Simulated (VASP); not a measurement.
# Pt in VASP: a series of runs

Pt is run at these levels: PBEsol; tasks: single point, relaxation of cell and atoms.

Program: VASP 6.6.1. These are calculated values, not measurements. Logs are shortened: lines on timing, memory, paths and dates and some standing lists are left out, and cuts for length are marked.

## (1) The cell of the first run

The structure is cubic, space group Fm-3m (No. 225). Conventional cell: a = 3.919 Å, b = 3.919 Å, c = 3.919 Å, α = 90.00°, β = 90.00°, γ = 90.00°. Pt (site symmetry m-3m) has 12 Pt at 2.77 Å within 3.7 Å.

## (2) Single point, PBEsol

INCAR

```
PREC = Accurate
ENCUT = 520
EDIFF = 1E-6
ISMEAR = -1
SIGMA = 0.05
LREAL = False
LASPH = True
NELM = 100
ALGO = Normal
ISIF = 2
LWAVE = False
LCHARG = False
GGA = PS
NBANDS = 11
```

KPOINTS

```
regular mesh
0
Gamma
  12 12 12
```

POSCAR

```
Pt
1.0
    0.0000000000      1.9594292811      1.9594292811
    1.9594292811      0.0000000000      1.9594292811
    1.9594292811      1.9594292811      0.0000000000
Pt
1
Direct
    0.0000000000      0.0000000000      0.0000000000
```

Potentials or basis: VASP PAW PBE potentials, release 64 (Pt).

The run is started by

```bash
$ cat potpaw_PBE.64/Pt/POTCAR > POTCAR
$ mpirun -np 1 vasp_std > vasp.out
```

OUTCAR:

```text
PREC = Accurate
   ENCUT = 520
   EDIFF = 1E-6
   ISMEAR = -1
   LREAL = False
   LASPH = True
   NELM = 100
   ISIF = 2
   GGA = PS

 ion  position               nearest neighbor table
   1  0.000  0.000  0.000-

  LATTYP: Found a face centered cubic cell.
 ALAT       =     3.9188585622

  Lattice vectors:

 A1 = (   0.0000000000,   1.9594292811,   1.9594292811)
 A2 = (   1.9594292811,   0.0000000000,   1.9594292811)
 A3 = (   1.9594292811,   1.9594292811,   0.0000000000)

Analysis of symmetry for initial positions (statically):
=====================================================================
 Subroutine PRICEL returns:
 Original cell was already a primitive cell.

 Routine SETGRP: Setting up the symmetry group for a
 face centered cubic supercell.

 Subroutine GETGRP returns: Found 48 space group operations
 (whereof 48 operations were pure point group operations)
 out of a pool of 48 trial point group operations.

The static configuration has the point symmetry O_h .

Analysis of symmetry for dynamics (positions and initial velocities):
=====================================================================
 Subroutine PRICEL returns:
 Original cell was already a primitive cell.

 Routine SETGRP: Setting up the symmetry group for a
 face centered cubic supercell.

 Subroutine GETGRP returns: Found 48 space group operations
 (whereof 48 operations were pure point group operations)
 out of a pool of 48 trial point group operations.

The dynamic configuration has the point symmetry O_h .

 Subroutine INISYM returns: Found 48 space group operations
 (whereof 48 operations are pure point group operations),
 and found     1 'primitive' translations

----------------------------------------------------------------------------------------

                                     Primitive cell

  volume of cell :      15.0459

  direct lattice vectors                    reciprocal lattice vectors
     0.000000000  1.959429281  1.959429281    -0.255176344  0.255176344  0.255176344
     1.959429281  0.000000000  1.959429281     0.255176344 -0.255176344  0.255176344
     1.959429281  1.959429281  0.000000000     0.255176344  0.255176344 -0.255176344

  length of vectors
     2.771051464  2.771051464  2.771051464     0.441978392  0.441978392  0.441978392

  position of ions in fractional coordinates (direct lattice)
     0.000000000  0.000000000  0.000000000

  ion indices of the primitive-cell ions
   primitive index   ion index
                 1           1

----------------------------------------------------------------------------------------

 KPOINTS: regular mesh

Automatic generation of k-mesh.
 Grid dimensions read from file:
 generate k-points for:   12   12   12

 Generating k-lattice:

  Cartesian coordinates                     Fractional coordinates (reciprocal lattice)
    -0.021264695  0.021264695  0.021264695     0.083333333  0.000000000  0.000000000
     0.021264695 -0.021264695  0.021264695     0.000000000  0.083333333  0.000000000
     0.021264695  0.021264695 -0.021264695     0.000000000  0.000000000  0.083333333

  Length of vectors
     0.036831533  0.036831533  0.036831533

  Shift w.r.t. Gamma in fractional coordinates (k-lattice)
     0.000000000  0.000000000  0.000000000

 Subroutine IBZKPT returns following result:
 ===========================================

 Found     72 irreducible k-points:

 Following reciprocal coordinates:
            Coordinates               Weight
  0.000000  0.000000  0.000000      1.000000
  0.083333  0.000000  0.000000      8.000000
  0.166667  0.000000  0.000000      8.000000
  0.250000  0.000000  0.000000      8.000000
  0.333333  0.000000  0.000000      8.000000
  0.416667  0.000000  0.000000      8.000000
[... 16 lines left out ...]
  0.500000  0.166667  0.000000     24.000000
 -0.416667  0.166667  0.000000     24.000000
 [... further k-points ...]
   k-points           NKPTS =     72   k-points in BZ     NKDIM =     72   number of bands    NBANDS=     11
   number of dos      NEDOS =    301   number of ions     NIONS =      1
   total plane-waves  NPLWV =  13824
   dimension x,y,z NGX =    24 NGY =   24 NGZ =   24
   dimension x,y,z NGXF=    48 NGYF=   48 NGZF=   48
   ions per type =               1
   NGX,Y,Z   is equivalent  to a cutoff of  14.40, 14.40, 14.40 a.u.
   NGXF,Y,Z  is equivalent  to a cutoff of  28.80, 28.80, 28.80 a.u.
 SYSTEM =  unknown system
   PREC   = accura    normal or accurate (medium, high low for compatibility)
   ISTART =      0    job   : 0-new  1-cont  2-samecut
   ICHARG =      2    charge: 1-file 2-atom 10-const
   ISPIN  =      1    spin polarized calculation?
   LNONCOLLINEAR =      F non collinear calculations
   LSORBIT =      F    spin-orbit coupling
   LASPH  =      T    aspherical Exc in radial PAW
   ENCUT  =  520.0 eV  38.22 Ry    6.18 a.u.   5.15  5.15  5.15*2*pi/ulx,y,z
   NELM   =    100;   NELMIN=  2; NELMDL= -5     # of ELM steps
   EDIFF  = 0.1E-05   stopping-criterion for ELM
   LREAL  =      F    real-space projection
   EDIFFG = 0.1E-04   stopping-criterion for IOM
   NSW    =      0    number of steps for IOM
   IBRION =     -1    ionic relax: 0-MD 1-quasi-New 2-CG
   NFREE  =      0    steps in history (QN), initial steepest desc. (CG)
   ISIF   =      2    stress and relaxation
   ISYM   =      2    0-nonsym 1-usesym 2-fastsym
   POTIM  = 0.5000    time-step for ionic-motion
   TEBEG  =    0.0;   TEEND  =   0.0 temperature during run
   PSTRESS=    0.0 pullay stress
   NELECT =      10.0000    total number of electrons
   NUPDOWN=      -1.0000    fix difference up-down
   EMIN   =  10.00;   EMAX   =-10.00  energy-range for DOS
   EFERMI =   0.00;   METHOD = LEGACY
   ISMEAR =    -1;   SIGMA  =   0.05  broadening in eV -4-tet -1-fermi 0-gaus
   EFERMI_NEDOS =   21; number of points for ismear=-14 and -15
   IALGO  =     38    algorithm
   IMIX   =      4    mixing-type and parameters
     AMIX     =   0.40;   BMIX     =  1.00
     AMIX_MAG =   1.60;   BMIX_MAG =  1.00
  volume/ion in A,a.u.               =      15.05       101.53
  Fermi-wavevector in a.u.,A,eV,Ry     =   1.428681  2.699815 27.771248  2.041129
  Thomas-Fermi vector in A             =   2.548716
   LORBIT       =      0    0 simple, 1 ext, 2 COOP (PROOUT), +10 PAW based schemes
   GGA     = PS    functional components
   LHFCALC =     F    Hartree Fock is set to
   AEXX    =    0.0000 exact exchange contribution
   IVDW    =     0    specifies the selected vdW correction
   LEPSILON=     F    determine dielectric tensor
   LRPA    =     F    only Hartree local field effects (RPA)
 non-spin polarized calculation
  energy-cutoff  :      520.00
  volume of cell :       15.05
 maximum number of plane-waves:       419
 NGX is ok and might be reduce to    24
   NGX = 11   NGY = 11   NGZ = 11

 number of electron      10.0000000 magnetization

 Free energy of the ion-electron system (eV)
  ---------------------------------------------------
  ext. energy  EPLUGINS =         0.00000000
  ---------------------------------------------------
  free energy    TOTEN  =        -6.97313960 eV

  energy without entropy =       -6.95754111  energy(sigma->0) =       -6.96534035

 E-fermi :  11.1663     XC(G=0): -13.6403

 val. band max:       11.1619343081   @ k =  -0.4167   0.3333   0.0833
 cond. band min:      11.1686556510   @ k =   0.5000   0.4167   0.0833
 fundamental gap:      0.0067213429
 Fermi energy:        11.1663198301

 k-point     1 :       0.0000    0.0000    0.0000
  band No.  band energies     occupation
      1       0.8184      2.00000
      2       7.3295      2.00000
      3       7.3295      2.00000
      4       7.3295      2.00000
      5       9.5178      2.00000
      6       9.5178      2.00000
      7      25.7573      0.00000
      8      30.7284      0.00000
      9      30.7284      0.00000
     10      30.7284      0.00000
     11      36.0325      0.00000

 k-point     2 :       0.0833    0.0000    0.0000
  band No.  band energies     occupation
      1       1.0968      2.00000
      2       7.2072      2.00000
      3       7.4381      2.00000
      4       7.4381      2.00000
      5       9.4589      2.00000
      6       9.4589      2.00000
      7      26.1866      0.00000
      8      29.3923      0.00000
      9      31.1576      0.00000
     10      31.1576      0.00000
     11      37.4119      0.00000

 k-point     3 :       0.1667    0.0000    0.0000
  band No.  band energies     occupation
      1       1.8694      2.00000
      2       6.9615      2.00000
      3       7.6598      2.00000
      4       7.6598      2.00000
      5       9.4100      2.00000
      6       9.4100      2.00000
      7      27.0186      0.00000
      8      27.1890      0.00000
      9      32.3507      0.00000
     10      32.3507      0.00000
     11      36.0660      0.00000

 k-point     4 :       0.2500    0.0000    0.0000
  band No.  band energies     occupation
      1       2.8758      2.00000
      2       6.9631      2.00000
      3       7.7083      2.00000
      4       7.7083      2.00000
      5       9.6907      2.00000
      6       9.6908      2.00000
      7      24.4138      0.00000
      8      27.5067      0.00000
      9      33.7815      0.00000
     10      33.7815      0.00000
     11      34.6449      0.00000
[... 239 lines left out ...]
 k-point    22 :       0.4167    0.1667    0.0000
  band No.  band energies     occupation
      1       4.4226      2.00000
      2       6.6480      2.00000
      3       7.1884      2.00000
      4       8.2399      2.00000
      5      11.1315      1.33438
      6      11.6619      0.00010
      7      20.5591      0.00000
      8      27.0802      0.00000
      9      28.4656      0.00000
     10      30.3452      0.00000
     11      37.8001      0.00000

 k-point    23 :       0.5000    0.1667    0.0000
  band No.  band energies     occupation
      1       4.5140      2.00000
      2       6.6706      2.00000
      3       7.9058      2.00000
      4       8.0487      2.00000
      5      11.2588      0.27173
      6      13.5907      0.00000
      7      17.5746      0.00000
      8      26.3177      0.00000
      9      28.5408      0.00000
     10      28.9610      0.00000
     11      38.4922      0.00000

 k-point    24 :      -0.4167    0.1667    0.0000
  band No.  band energies     occupation
      1       4.5727      2.00000
      2       6.6850      2.00000
      3       7.9592      2.00000
      4       8.2206      2.00000
      5      10.8556      1.99601
      6      14.1481      0.00000
      7      17.1482      0.00000
      8      25.9345      0.00000
      9      28.0315      0.00000
     10      29.6700      0.00000
     11      38.0261      0.00000

 [... further k-points ...]
[... 5 lines left out ...]
  --------------------------------------------------------------------------------------
  -------------------------------------------------------------------------------------
  Total       -0.0351766     -0.0351766     -0.0351766      0.0000000      0.0000000      0.0000000
  in kB       -3.7458142     -3.7458142     -3.7458142      0.0000000      0.0000000      0.0000000
  external PRESSURE =      -3.7458142 kB  Pullay stress =       0.0000000 kB

 VOLUME and BASIS-vectors are now :
 -----------------------------------------------------------------------------
  energy-cutoff  :      520.00
  volume of cell :       15.05
      direct lattice vectors                 reciprocal lattice vectors
     0.000000000  1.959429281  1.959429281    -0.255176344  0.255176344  0.255176344
     1.959429281  0.000000000  1.959429281     0.255176344 -0.255176344  0.255176344
     1.959429281  1.959429281  0.000000000     0.255176344  0.255176344 -0.255176344

 POSITION                                       TOTAL-FORCE (eV/Angst)
 -----------------------------------------------------------------------------------
      0.00000      0.00000      0.00000         0.000000      0.000000      0.000000
 -----------------------------------------------------------------------------------
    total drift:                               -0.000000      0.000000     -0.000000

  FREE ENERGIE OF THE ION-ELECTRON SYSTEM (eV)
  ---------------------------------------------------
  free  energy   TOTEN  =        -6.9731395976 eV

  energy  without entropy=       -6.9575411073  energy(sigma->0) =       -6.96534035
```

It took 5.9 s on 1 thread of Intel Xeon Platinum 8488C (Sapphire Rapids), shared host; peak memory 0.15 GiB.

What came out:

- Free energy: -6.9731 eV
- Pressure: -0.4 GPa
- Band gap on the k mesh: zero (band 5 reaches 11.65 eV, above the bottom of band 6 at 9.41 eV)

Caveat: the PAW data sets were made with another functional, which shifts forces and pressure a little; spin-orbit coupling is left out, which moves the levels of the heavy elements.

(Continued in part 2 of 2.)
